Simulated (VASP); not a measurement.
Set up this calculation in VASP 6.6.1, as the native input.

```
Task                   : single point
Functional             : PBE
Potentials or basis    : VASP PAW PBE potentials, release 64 (Si, B, W_sv)
Cutoff                 : 520 eV
k mesh                 : 12 × 12 × 8
Occupations            : gaussian, width 0.1 eV
Spin                   : no spin polarisation
Dipole correction      : no
Further INCAR settings : ALGO = Normal; EDIFF = 1e-06; NBANDS = 22
```

The structure of SiB3W lies in POSCAR:

```
SiB3W
1.0
    4.3153775701      0.0000000000      0.0000000000
   -2.1576887850      3.7372266027      0.0000000000
    0.0000000000      0.0000000000      4.7851236036
Si B W
1 3 1
Direct
    0.0000000000      0.0000000000      0.0000000000
    0.5000000000      0.0000000000      0.5000000000
    0.0000000000      0.5000000000      0.5000000000
    0.5000000000      0.5000000000      0.5000000000
    0.0000000000      0.0000000000      0.5000000000
```

The cell was built from a structure type or drawn by symmetry, and may not be a known phase.

These files were run (other wordings do the same):

INCAR

```
ALGO     = Normal         # electronic algorithm
EDIFF    = 1E-6           # SCF threshold, eV
ENCUT    = 520            # plane-wave cutoff, eV
GGA      = PE             # functional
ISIF     = 2              # what is computed and relaxed
ISMEAR   = 0              # smearing method
LASPH    = T              # aspherical terms in the spheres
LCHARG   = T              # write CHGCAR
LELF     = T              # ELF
LREAL    = F              # projectors in reciprocal space
LVHAR    = T            
LWAVE    = F              # write WAVECAR
NBANDS   = 22             # bands
NELM     = 100            # most SCF steps
PREC     = Accurate       # precision mode
SIGMA    = 0.1            # smearing width, eV
```

KPOINTS

```
k-points
0
Gamma
  12 12 8
```

Potentials or basis: VASP PAW PBE potentials, release 64 (Si, B, W_sv).

The run is started by

```console
$ cat potpaw_PBE.64/Si/POTCAR potpaw_PBE.64/B/POTCAR potpaw_PBE.64/W_sv/POTCAR > POTCAR
$ mpirun -np 1 vasp_std > vasp.out
```

Results of the run:

```yaml
Pressure: 0.1 GPa
Band_gap_on_the_k_mesh: zero (an odd number of electrons rules out a gap without spin polarisation)
```

Caveat: spin-orbit coupling is left out, which moves the levels of the heavy elements.

Wall time 2.4 min on 1 thread of Intel Xeon 8259CL, with other jobs on the host, peak memory 0.3 GiB.
